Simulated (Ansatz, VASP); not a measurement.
**One calculation of Pt2F, two programs**

```
Pt F
1.0
     1.37798    0.79558    6.38419
    -1.37798    0.79558    6.38419
     0.00000   -1.59115    6.38419
Pt F
2 1
Direct
  0.22740 0.22740 0.22740
  0.44052 0.44052 0.44052
  0.99877 0.99877 0.99877
```

Alike in both runs: functional PBE; k mesh 18 × 18 × 18; occupations gaussian, width 0.1 eV; no spin polarisation.

Ansatz relaxed the structure, and its values are those at the end. VASP's run is a single point on that final structure, the one shown.

```csv
,VASP,Ansatz
version,VASP 6.6.1,Ansatz 0.2.0
potentials or method,"VASP PAW PBE potentials, release 64 (Pt, F), cutoff 520 eV","scalar-relativistic, plane waves, PAW"
valence electrons in the cell,27,43
```

|  | VASP | Ansatz | Ansatz less VASP |
| --- | --- | --- | --- |
| gap on the k mesh at the Fermi level (eV) | none | none | - |
| pressure (GPa) | -0.5 | 0.0 | +0.48 |
| rms of the force components (eV/Å) | 0.007 | 0.000 | -0.0067 |

A gap of «none» marks a metal or a gap that the smearing closes. VASP's potentials hold 27 valence electrons a cell and Ansatz's 43, so a difference there can come from the potentials and not from the codes.

Spin-orbit coupling is off throughout.
